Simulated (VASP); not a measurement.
# SiO2 (I-42d) in VASP: single point with BLYP

Aim: the single point of SiO2 with BLYP.

All numbers are computed with VASP 6.6.1; they aren't measurements. Logs are shortened: lines on timing, memory, paths and dates and some standing lists are left out, and cuts for length are marked.

## (1) The cell of the first run

The structure is tetragonal, space group I-42d (No. 122). Conventional cell: a = 4.748 Å, b = 4.748 Å, c = 7.488 Å, α = 90.00°, β = 90.00°, γ = 90.00°. Within 2.2 Å of Si (site symmetry -4) lie 4 O at 1.62 Å. O (site symmetry 2) has 2 Si at 1.62 Å within 2.2 Å.

## (2) Single point, BLYP

The input, INCAR:

```
SYSTEM = SiO2
PREC     = Accurate       ! precision mode
ENCUT    = 520            ! plane-wave cutoff, eV
EDIFF    = 1E-7           ! SCF threshold, eV
ISMEAR   = 0              ! smearing method
SIGMA    = 0.01           ! smearing width, eV
LREAL    = .FALSE.        ! projectors in reciprocal space
LASPH    = .TRUE.         ! aspherical terms in the spheres
NELM     = 80             ! most SCF steps
ALGO     = Normal         ! electronic algorithm
ISIF     = 2              ! what is computed and relaxed
LWAVE    = .FALSE.        ! write WAVECAR
LCHARG   = .FALSE.        ! write CHGCAR
GGA      = B5             ! functional
ALDAX    = 1.0          
AGGAX    = 1.0          
AGGAC    = 1.0          
ALDAC    = 0.0          
NBANDS   = 25             ! bands
```

The input, KPOINTS:

```
Automatic mesh
0
G
  6 6 6
  0 0 0
```

The input, POSCAR:

```
SiO2
1.0
   -2.3740500000      2.3740500000      3.7440000000
    2.3740500000     -2.3740500000      3.7440000000
    2.3740500000      2.3740500000     -3.7440000000
Si O
2 4
Direct
    0.0000000000      0.0000000000      0.0000000000
    0.7500000000      0.2500000000      0.5000000000
    0.9983800000      0.6250000000      0.8733800000
    0.3750000000      0.2483800000      0.3733800000
    0.7516200000      0.1250000000      0.1266200000
    0.8750000000      0.0016200000      0.6266200000
```

Potentials or basis: VASP PAW PBE potentials, release 64 (Si, O).

On the command line:

```bash
$ cat potpaw_PBE.64/Si/POTCAR potpaw_PBE.64/O/POTCAR > POTCAR
$ mpirun -np 1 vasp_std > vasp.out
```

OUTCAR:

```text
SYSTEM = SiO2
   PREC = Accurate
   ENCUT = 520
   EDIFF = 1E-7
   ISMEAR = 0
   LREAL = .FALSE.
   LASPH = .TRUE.
   NELM = 80
   ISIF = 2
   GGA = B5

 ion  position               nearest neighbor table
   1  0.000  0.000  0.000-   3 1.62   4 1.62   5 1.62   6 1.62   2 3.02   2 3.02   2 3.02   2 3.02

   2  0.750  0.250  0.500-   3 1.62   4 1.62   5 1.62   6 1.62   1 3.02   1 3.02   1 3.02   1 3.02

   3  0.998  0.625  0.873-   1 1.62   2 1.62
   4  0.375  0.248  0.373-   1 1.62   2 1.62
   5  0.752  0.125  0.127-   1 1.62   2 1.62
   6  0.875  0.002  0.627-   1 1.62   2 1.62

  LATTYP: Found a body centered tetragonal cell.
 ALAT       =     4.7481000000
 C/A-ratio  =     1.5770518734

  Lattice vectors:

 A1 = (  -2.3740500000,   2.3740500000,   3.7440000000)
 A2 = (   2.3740500000,  -2.3740500000,   3.7440000000)
 A3 = (   2.3740500000,   2.3740500000,  -3.7440000000)

Analysis of symmetry for initial positions (statically):
=====================================================================
 Subroutine PRICEL returns:
 Original cell was already a primitive cell.

 Routine SETGRP: Setting up the symmetry group for a
 body centered tetragonal supercell.

 Subroutine GETGRP returns: Found  8 space group operations
 (whereof  4 operations were pure point group operations)
 out of a pool of 16 trial point group operations.

The static configuration has the point symmetry S_4 .
 The point group associated with its full space group is D_2d.

Analysis of symmetry for dynamics (positions and initial velocities):
=====================================================================
 Subroutine PRICEL returns:
 Original cell was already a primitive cell.

 Routine SETGRP: Setting up the symmetry group for a
 body centered tetragonal supercell.

 Subroutine GETGRP returns: Found  8 space group operations
 (whereof  4 operations were pure point group operations)
 out of a pool of 16 trial point group operations.

The dynamic configuration has the point symmetry S_4 .
 The point group associated with its full space group is D_2d.

 Subroutine INISYM returns: Found  8 space group operations
 (whereof  4 operations are pure point group operations),
 and found     1 'primitive' translations

----------------------------------------------------------------------------------------

[... 96 lines left out ...]
   LSORBIT =      F    spin-orbit coupling
   LASPH  =      T    aspherical Exc in radial PAW
   ENCUT  =  520.0 eV  38.22 Ry    6.18 a.u.   9.35  9.35  9.35*2*pi/ulx,y,z
   NELM   =     80;   NELMIN=  2; NELMDL= -5     # of ELM steps
   EDIFF  = 0.1E-06   stopping-criterion for ELM
   LREAL  =      F    real-space projection
   EDIFFG = 0.1E-05   stopping-criterion for IOM
   NSW    =      0    number of steps for IOM
   IBRION =     -1    ionic relax: 0-MD 1-quasi-New 2-CG
   NFREE  =      0    steps in history (QN), initial steepest desc. (CG)
   ISIF   =      2    stress and relaxation
   ISYM   =      2    0-nonsym 1-usesym 2-fastsym
   POTIM  = 0.5000    time-step for ionic-motion
   TEBEG  =    0.0;   TEEND  =   0.0 temperature during run
   PSTRESS=    0.0 pullay stress
   NELECT =      32.0000    total number of electrons
   NUPDOWN=      -1.0000    fix difference up-down
   EMIN   =  10.00;   EMAX   =-10.00  energy-range for DOS
   EFERMI =   0.00;   METHOD = LEGACY
   ISMEAR =     0;   SIGMA  =   0.01  broadening in eV -4-tet -1-fermi 0-gaus
   EFERMI_NEDOS =   21; number of points for ismear=-14 and -15
   IALGO  =     38    algorithm
   IMIX   =      4    mixing-type and parameters
     AMIX     =   0.40;   BMIX     =  1.00
     AMIX_MAG =   1.60;   BMIX_MAG =  1.00
  volume/ion in A,a.u.               =      14.07        94.93
  Fermi-wavevector in a.u.,A,eV,Ry     =   1.184858  2.239057 19.101062  1.403888
  Thomas-Fermi vector in A             =   2.321064
   LORBIT       =      0    0 simple, 1 ext, 2 COOP (PROOUT), +10 PAW based schemes
   GGA     = B5    functional components
   LHFCALC =     F    Hartree Fock is set to
   AEXX    =    0.0000 exact exchange contribution
   IVDW    =     0    specifies the selected vdW correction
   LEPSILON=     F    determine dielectric tensor
   LRPA    =     F    only Hartree local field effects (RPA)
 non-spin polarized calculation
 Gauss-broadening in eV      SIGMA  =   0.01
  energy-cutoff  :      520.00
  volume of cell :       84.41
 maximum number of plane-waves:      2317
 NGX is ok and might be reduce to    40
   NGX = 19   NGY = 19   NGZ = 19

 number of electron      32.0000013 magnetization

 Free energy of the ion-electron system (eV)
  ---------------------------------------------------
  ext. energy  EPLUGINS =         0.00000000
  ---------------------------------------------------
  free energy    TOTEN  =       -45.55390884 eV

  energy without entropy =      -45.55390884  energy(sigma->0) =      -45.55390884

 E-fermi :   0.2331     XC(G=0):  -8.2621

 val. band max:        0.1281839969   @ k =   0.0000   0.0000   0.0000
 cond. band min:       6.2081054365   @ k =   0.0000   0.0000   0.0000
 fundamental gap:      6.0799214396
 Fermi energy:         0.2330559722

 k-point     1 :       0.0000    0.0000    0.0000
  band No.  band energies     occupation
      1     -18.8819      2.00000
      2     -16.7747      2.00000
      3     -16.7544      2.00000
      4     -16.7544      2.00000
      5      -8.6129      2.00000
      6      -5.1078      2.00000
[... 661 lines left out ...]
     24      13.7347      0.00000
     25      14.3013      0.00000

 [... further k-points ...]
[... 5 lines left out ...]
  --------------------------------------------------------------------------------------
  -------------------------------------------------------------------------------------
  Total        3.2474542      3.2474542      2.3288861      0.0000000      0.0000000      0.0000000
  in kB       61.6421901     61.6421901     44.2062085      0.0000000      0.0000000      0.0000000
  external PRESSURE =      55.8301963 kB  Pullay stress =       0.0000000 kB

 VOLUME and BASIS-vectors are now :
 -----------------------------------------------------------------------------
  energy-cutoff  :      520.00
  volume of cell :       84.41
      direct lattice vectors                 reciprocal lattice vectors
    -2.374050000  2.374050000  3.744000000     0.000000000  0.210610560  0.133547009
     2.374050000 -2.374050000  3.744000000     0.210610560  0.000000000  0.133547009
     2.374050000  2.374050000 -3.744000000     0.210610560  0.210610560  0.000000000

 POSITION                                       TOTAL-FORCE (eV/Angst)
 -----------------------------------------------------------------------------------
      0.00000      0.00000      0.00000        -0.000000     -0.000000     -0.000000
      0.00000      2.37405      1.87200         0.000000     -0.000000     -0.000000
      1.18702      2.95987      2.80800         0.000000      0.184259     -0.000000
      0.58582      1.18702      0.93600         0.184259     -0.000000     -0.000000
     -1.18702      1.78823      2.80800        -0.000000     -0.184259      0.000000
     -0.58582      3.56107      0.93600        -0.184259     -0.000000      0.000000
 -----------------------------------------------------------------------------------
    total drift:                                0.000002      0.000002      0.000002

  FREE ENERGIE OF THE ION-ELECTRON SYSTEM (eV)
  ---------------------------------------------------
  free  energy   TOTEN  =       -45.5539088446 eV

  energy  without entropy=      -45.5539088446  energy(sigma->0) =      -45.55390884
```

Wall time 3.1 min (1 thread of AMD EPYC 7R13 (Zen 3), shared host); peak memory 0.2 GiB.

What came out:

```
Free energy            : -45.5539 eV
Pressure               : 5.6 GPa
Largest force          : 0.184 eV/Å
Band gap on the k mesh : 6.08 eV, direct
```

Forces in eV/Å, atoms in the order of the input:
```
Si   0.000  0.000  0.000
Si   0.000  0.000  0.000
O    0.000  0.184  0.000
O    0.184  0.000  0.000
O    0.000 -0.184  0.000
O   -0.184  0.000  0.000
```

Stress tensor (GPa, compression positive):
```
6.16 0.00 0.00
0.00 6.16 0.00
0.00 0.00 4.42
```

Levels at points of the mesh, in eV from the valence-band top:
| k point | band 13 | band 14 | band 15 | band 16 | band 17 | band 18 | band 19 | band 20 |
| --- | --- | --- | --- | --- | --- | --- | --- | --- |
| (0.00, 0.00, 0.00) | -1.31 | -1.02 | 0.00 | 0.00 | 6.08 | 8.82 | 11.44 | 11.44 |
| (0.50, 0.00, 0.00) | -1.24 | -0.67 | -0.27 | -0.18 | 8.44 | 9.28 | 10.15 | 10.31 |
| (0.50, 0.50, 0.00) | -0.72 | -0.72 | -0.23 | -0.23 | 9.54 | 9.54 | 10.24 | 10.24 |
| (0.50, 0.50, 0.50) | -1.47 | -1.47 | -0.10 | -0.10 | 9.09 | 9.09 | 9.78 | 9.78 |

Caveat: the PAW data sets were made with another functional, which shifts forces and pressure a little. As with any semilocal functional, this BLYP gap is likely too small.
